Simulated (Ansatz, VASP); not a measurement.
**Two plane-wave programs on Co**

```
CELL_PARAMETERS angstrom
0.00000 2.52050 2.52050
2.52050 0.00000 2.52050
2.52050 2.52050 0.00000
ATOMIC_POSITIONS crystal
Co 0.00000 0.00000 0.00000
Co 0.25000 0.25000 0.25000
```

Alike in both runs: functional r2SCAN; k mesh 6 × 6 × 6; occupations gaussian, width 0.1 eV; collinear spin.

Ansatz relaxed the structure, and its values are those at the end. VASP's run is a single point on that final structure, the one shown.

|  | VASP | Ansatz |
| --- | --- | --- |
| version | VASP 6.6.1 | Ansatz 0.2.0 |
| potentials or method | VASP PAW PBE potentials, release 64 (Co), cutoff 520 eV | scalar-relativistic, plane waves, PAW |
| valence electrons in the cell | 18 | 34 |

```csv
,VASP,Ansatz,Ansatz less VASP
gap on the k mesh at the Fermi level (eV),none,none,-
pressure (GPa),-0.8,-0.4,+0.41
net moment per atom (μB),1.82,1.82,+0.001
size of the moment on the site where the two differ most (μB),1.83,1.91,+0.076
```

VASP's potentials were made for PBE, not for r2SCAN. Site moments also hang on the region over which each program counts them. A gap of «none» marks a metal or a gap that the smearing closes. With one functional, cell and mesh, what is left measures potentials, basis and numerics. VASP's potentials hold 18 valence electrons a cell and Ansatz's 34, so a difference there can come from the potentials and not from the codes.
